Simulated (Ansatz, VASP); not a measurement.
**One calculation of Si2W, two programs**

The input INCAR:

```
ALGO = Normal
EDIFF = 1E-6
ENCUT = 520
GGA = PE
ISIF = 2
ISMEAR = 0
LASPH = T
LCHARG = F
LREAL = F
LWAVE = F
NBANDS = 18
NELM = 60
PREC = Accurate
SIGMA = 0.15
```

Contents of KPOINTS:

```
k-points
0
Gamma
  22 22 22
```

File POSCAR:

```
Si2W
1.0
   -1.6366168117      1.6366168117      3.8278108688
    1.6366168117     -1.6366168117      3.8278108688
    1.6366168117      1.6366168117     -3.8278108688
Si W
2 1
Direct
    0.3345744059      0.3345744059      0.0000000000
    0.6654255941      0.6654255941      0.0000000000
    0.0000000000      0.0000000000      0.0000000000
```

Input for Ansatz:

```yaml
crystal:
  lattice:
    - [-1.6366168117, 1.6366168117, 3.8278108688]
    - [1.6366168117, -1.6366168117, 3.8278108688]
    - [1.6366168117, 1.6366168117, -3.8278108688]
  atoms:
    - { symbol: Si, position: [0.3345744059, 0.3345744059, 0.0] }
    - { symbol: Si, position: [0.6654255941, 0.6654255941, 0.0] }
    - { symbol: W, position: [0.0, 0.0, 0.0] }
basis:
  ecutwfc: 420
kpoints:
  mp_grid: { grid: [22, 22, 22] }
hamiltonian:
  xc: pbe
scf:
  occupations: { method: gaussian, width: 0.15 }
output:
  forces: true
  stress: true
  eigenvalues: true
```

Alike in both runs: task single point; functional PBE; k mesh 22 × 22 × 22; occupations gaussian, width 0.15 eV; no spin polarisation.

```csv
,VASP,Ansatz
version,VASP 6.6.1,Ansatz 0.2.0
potentials or method,"VASP PAW PBE potentials, release 64 (Si, W_sv), cutoff 520 eV","scalar-relativistic, plane waves, PAW"
valence electrons in the cell,22,22
```

|  | VASP | Ansatz | Ansatz less VASP |
| --- | --- | --- | --- |
| gap on the k mesh at the Fermi level (eV) | none | none | - |
| pressure (GPa) | 1.3 | 1.3 | -0.06 |
| traceless stress, the component that is largest in VASP (GPa) | 11.80 | 11.86 | +0.055 |

A gap of «none» marks a metal or a gap that the smearing closes. With one functional, cell and mesh, what is left measures potentials, basis and numerics.

Neither program's run includes spin-orbit coupling.
